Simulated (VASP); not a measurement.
Here is a VASP 6.6.1 calculation.

The input INCAR:

```
SYSTEM = NiI
ALGO = Normal
EDIFF = 1E-7
ENCUT = 520
GGA = PE
ISIF = 2
ISMEAR = -1
ISPIN = 2
LASPH = .TRUE.
LCHARG = .FALSE.
LMAXMIX = 4
LORBIT = 11
LREAL = .FALSE.
LWAVE = .FALSE.
MAGMOM = 0 0 1 1
NBANDS = 29
NELM = 150
PREC = Accurate
SIGMA = 0.05
```

Contents of KPOINTS:

```
k-points
0
G
  8 8 4
  0 0 0
```

File POSCAR:

```
NiI
1.0
    4.0555384616      0.0000000000      0.0000000000
   -2.0277692308      3.5121993338      0.0000000000
    0.0000000000      0.0000000000      6.8724920000
I Ni
2 2
Direct
    0.6666666667      0.3333333333      0.5051870000
    0.3333333333      0.6666666667      0.0051870000
    0.6666666667      0.3333333333      0.8698150000
    0.3333333333      0.6666666667      0.3698150000
```

Potentials or basis: VASP PAW PBE potentials, release 64 (I, Ni).

Run with:

```sh
$ cat potpaw_PBE.64/I/POTCAR potpaw_PBE.64/Ni/POTCAR > POTCAR
$ mpirun -np 1 vasp_std > vasp.out
```

Estimate the site moments.

I +0.04; Ni +0.26 μB.

Predict the largest force.

0.022 eV/Å.

Estimate the net moment.

0.63 μB per cell.

Estimate the pressure.

0.6 GPa.

Forces on the atoms (eV/Å):
```
I    0.000  0.000 -0.022
I    0.000  0.000 -0.022
Ni   0.000  0.000  0.022
Ni   0.000  0.000  0.022
```
